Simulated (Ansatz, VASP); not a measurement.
## Two plane-wave programs on Si2W

INCAR

```
SYSTEM = Si2W
PREC = Accurate
ENCUT = 600
EDIFF = 1E-7
ISMEAR = -1
SIGMA = 0.15
LREAL = .False.
LASPH = .True.
NELM = 80
ALGO = Normal
ISIF = 3
LWAVE = .False.
LCHARG = .False.
GGA = PS
IBRION = 2
NSW = 80
EDIFFG = -0.001
```

KPOINTS

```
regular mesh
0
Gamma
  18 18 18
  0 0 0
```

The input POSCAR:

```
Si2W
1.0
   -1.6012849386      1.6012849386      3.9079610387
    1.6012849386     -1.6012849386      3.9079610387
    1.6012849386      1.6012849386     -3.9079610387
Si W
2 1
Direct
    0.3345424459      0.3345424459      0.0000000000
    0.6654575541      0.6654575541      0.0000000000
    0.0000000000      0.0000000000      0.0000000000
```

Input for Ansatz:

```yaml
crystal:
  lattice:
    - [-1.6012849386, 1.6012849386, 3.9079610387]
    - [1.6012849386, -1.6012849386, 3.9079610387]
    - [1.6012849386, 1.6012849386, -3.9079610387]
  atoms:
    - { symbol: Si, position: [0.3345424459, 0.3345424459, 0.0] }
    - { symbol: Si, position: [0.6654575541, 0.6654575541, 0.0] }
    - { symbol: W, position: [0.0, 0.0, 0.0] }
basis:
  ecutwfc: 420
kpoints:
  mp_grid: { grid: [18, 18, 18] }
hamiltonian:
  xc: pbesol
scf:
  occupations: { method: fermi_dirac, width: 0.15 }
output:
  forces: true
  stress: true
  eigenvalues: true
relax:
  adjacent_minimum: "off"
  f_tol: 0.001
  max_steps: 60
  cell: { stress_tol: 0.01 }
```

Alike in both runs: task relaxation of cell and atoms; functional PBEsol; k mesh 18 × 18 × 18; occupations fermi-dirac, width 0.15 eV; no spin polarisation.

|  | VASP | Ansatz |
| --- | --- | --- |
| version | VASP 6.6.1 | Ansatz 0.2.0 |
| potentials or method | VASP PAW PBE potentials, release 64 (Si, W_sv), cutoff 600 eV | scalar-relativistic, plane waves, PAW |
| valence electrons in the cell | 22 | 22 |

```tsv
	VASP	Ansatz	Ansatz less VASP
gap on the k mesh at the Fermi level, each at its own relaxed structure (eV)	none	none	-
relaxed volume (Å³/atom)	13.39	13.37	-0.021
relaxed length of the cell vector where the two differ most in proportion (Å)	4.521	4.519	-0.0020
```

VASP's potentials were made for PBE, not for PBEsol. A gap of «none» marks a metal or a gap that the smearing closes.

Neither program's run includes spin-orbit coupling.
